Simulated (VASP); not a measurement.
A run of VASP 6.6.1 is set up as follows.

Contents of POSCAR:

```
BaS
1.0
    0.0000000000      3.1404940055      3.2383429285
    3.1404940055      0.0000000000      3.2383429285
    3.1404940055      3.1404940055      0.0000000000
Ba S
1 1
Direct
    0.0000000000      0.0000000000      0.0000000000
    0.5000000000      0.5000000000      0.5000000000
```

File INCAR.step1:

```
PREC = Accurate
ENCUT = 520
EDIFF = 1E-5
ISMEAR = 0
SIGMA = 0.01
LREAL = F
LASPH = T
NELM = 100
ALGO = Normal
ISIF = 2
LWAVE = T
NBANDS = 15
GGA = PE
```

INCAR.step2

```
PREC = Accurate
ENCUT = 520
EDIFF = 1E-6
ISMEAR = 0
SIGMA = 0.01
LREAL = F
LASPH = T
NELM = 100
ALGO = Normal
ISIF = 2
LWAVE = F
LCHARG = T
GGA = PE
LHFCALC = T
HFSCREEN = 0.2079
PRECFOCK = Normal
LELF = T
LVHAR = T
NBANDS = 15
ISTART = 1
```

File KPOINTS:

```
Automatic mesh
0
Gamma
  6 6 6
```

Potentials or basis: VASP PAW PBE potentials, release 64 (Ba_sv, S).

The run is started by

```bash
$ cat potpaw_PBE.64/Ba_sv/POTCAR potpaw_PBE.64/S/POTCAR > POTCAR
$ cp INCAR.step1 INCAR
$ mpirun -np 1 vasp_std > vasp.out
$ cp INCAR.step2 INCAR
$ mpirun -np 1 vasp_std > vasp.out
```

(1) Predict the band gap on the k mesh.

(2) Estimate the pressure.

Results:

(1) 2.94 eV, indirect (least direct gap 3.08 eV).

(2) 2.1 GPa.

Caveat: the cell differs from its parent crystal (epitaxial xy strain -2.2%); the PAW data sets were made with another functional, which shifts forces and pressure a little; spin-orbit coupling is left out, which moves the levels of the heavy elements.
